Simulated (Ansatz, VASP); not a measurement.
## One calculation of FeO, two programs

```
Fe O
1.0
     1.51444    0.86930    2.51958
    -1.52321    0.88449    2.51958
     0.00877   -1.75378    2.51958
Fe O
1 1
Direct
  0.00000 0.00000 0.00000
  0.50000 0.50000 0.50000
```

Alike in both runs: functional PBEsol; k mesh 9 × 9 × 9; occupations fermi-dirac, width 0.05 eV; collinear spin.

```csv
,VASP,Ansatz
version,VASP 6.6.1,Ansatz 0.2.0
potentials or method,"VASP PAW PBE potentials, release 64 (Fe, O)",Ansatz PAW
plane-wave cutoff (eV),520,420
valence electrons in the cell,14,22
task,single point,band structure
```

Ansatz gave:

```
gap on the k mesh at the Fermi level (eV)                     : none
pressure (GPa)                                                : -9.4
traceless stress, the component that is largest in VASP (GPa) : -0.75
net moment per atom (μB)                                      : 2.00
size of the moment on the site where the two differ most (μB) : 3.44
```

Q: Estimate VASP's values.

A: gap on the k mesh at the Fermi level (eV): none; pressure (GPa): -9.2; traceless stress, the component that is largest in VASP (GPa): -0.78; net moment per atom (μB): 2.00; size of the moment on the site where the two differ most (μB): 3.61.

VASP's potentials were made for PBE, not for PBEsol. Site moments also hang on the region over which each program counts them. A gap of «none» marks a metal or a gap that the smearing closes. With one functional, cell and mesh, what is left measures potentials, basis and numerics. VASP's potentials hold 14 valence electrons a cell and Ansatz's 22, so a difference there can come from the potentials and not from the codes.
